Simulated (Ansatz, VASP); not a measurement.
Ta2N: VASP beside Ansatz

File INCAR:

```
ALGO = Normal
EDIFF = 1E-7
ENCUT = 520
ISIF = 2
ISMEAR = 0
LASPH = T
LCHARG = F
LREAL = F
LWAVE = F
NBANDS = 20
NELM = 100
PREC = Accurate
SIGMA = 0.15
```

The input KPOINTS:

```
k-points
0
Gamma
  18 18 10
```

The input POSCAR:

```
Ta2N
1.0
    3.0889394892      0.0000000000      0.0000000000
   -1.5444697446      2.6751000684      0.0000000000
    0.0000000000      0.0000000000      4.5781172170
Ta N
2 1
Direct
    0.6666666667      0.3333333333      0.7466885012
    0.3333333333      0.6666666667      0.2533114988
    0.0000000000      0.0000000000      0.0000000000
```

Input for Ansatz:

```yaml
crystal:
  lattice:
    - [3.0889394892, 0.0, 0.0]
    - [-1.5444697446, 2.6751000684, 0.0]
    - [0.0, 0.0, 4.578117217]
  atoms:
    - { symbol: Ta, position: [0.6666666667, 0.3333333333, 0.7466885012] }
    - { symbol: Ta, position: [0.3333333333, 0.6666666667, 0.2533114988] }
    - { symbol: "N", position: [0.0, 0.0, 0.0] }
basis:
  ecutwfc: 520.0
kpoints:
  mp_grid: { grid: [18, 18, 10] }
hamiltonian:
  xc: lda
  pseudopotentials: { kind: paw, azcp: { folder: soft_1 } }
scf:
  occupations: { method: gaussian, width: 0.15 }
output:
  forces: true
  stress: true
  eigenvalues: true
  write_density: true
  write_potential: true
  elf: true
  volumetric_format: npy
```

Alike in both runs: task single point; functional LDA; k mesh 18 × 18 × 10; occupations gaussian, width 0.15 eV; no spin polarisation.

|  | VASP | Ansatz |
| --- | --- | --- |
| version | VASP 6.6.1 | Ansatz 0.2.0 |
| potentials or method | VASP PAW LDA potentials, release 64 (Ta_pv, N), cutoff 520 eV | scalar-relativistic, plane waves, PAW |
| valence electrons in the cell | 27 | 31 |

|  | VASP | Ansatz | Ansatz less VASP |
| --- | --- | --- | --- |
| gap on the k mesh at the Fermi level (eV) | none | none | - |
| pressure (GPa) | 11.2 | 9.5 | -1.74 |
| traceless stress, the component that is largest in VASP (GPa) | 9.36 | 9.43 | +0.064 |
| rms of the force components (eV/Å) | 0.077 | 0.104 | +0.0272 |

Ansatz warns that its potentials were made for another functional, while VASP's fit it. LDA's correlation is that of Perdew and Zunger in VASP and of Perdew and Wang (1992) in Ansatz. Atom by atom the forces differ by 0.027 eV/Å (rms over components). A gap of «none» marks a metal or a gap that the smearing closes. VASP's potentials hold 27 valence electrons a cell and Ansatz's 31, so a difference there can come from the potentials and not from the codes.

Spin-orbit coupling is off throughout.
